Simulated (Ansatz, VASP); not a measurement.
## One calculation of Rh, two programs

```
CELL_PARAMETERS angstrom
0.00000 1.92760 1.85050
1.92760 0.00000 1.85050
1.92760 1.92760 0.00000
ATOMIC_POSITIONS crystal
Rh 0.00000 0.00000 0.00000
```

Alike in both runs: task single point; functional PBEsol; k mesh 24 × 24 × 24; occupations gaussian, width 0.15 eV; no spin polarisation.

```csv
,VASP,Ansatz
version,VASP 6.6.1,Ansatz 0.2.0
potentials or method,"VASP PAW PBE potentials, release 64 (Rh_pv), cutoff 520 eV","scalar-relativistic, plane waves, PAW"
valence electrons in the cell,15,17
```

Ansatz gave:

```
gap on the k mesh at the Fermi level (eV)                     : none
pressure (GPa)                                                : -4.8
traceless stress, the component that is largest in VASP (GPa) : 6.54
```

Q: Estimate VASP's values.

A: gap on the k mesh at the Fermi level (eV): none; pressure (GPa): -5.0; traceless stress, the component that is largest in VASP (GPa): 6.52.

VASP's potentials were made for PBE, not for PBEsol. A gap of «none» marks a metal or a gap that the smearing closes. VASP's potentials hold 15 valence electrons a cell and Ansatz's 17, so a difference there can come from the potentials and not from the codes.
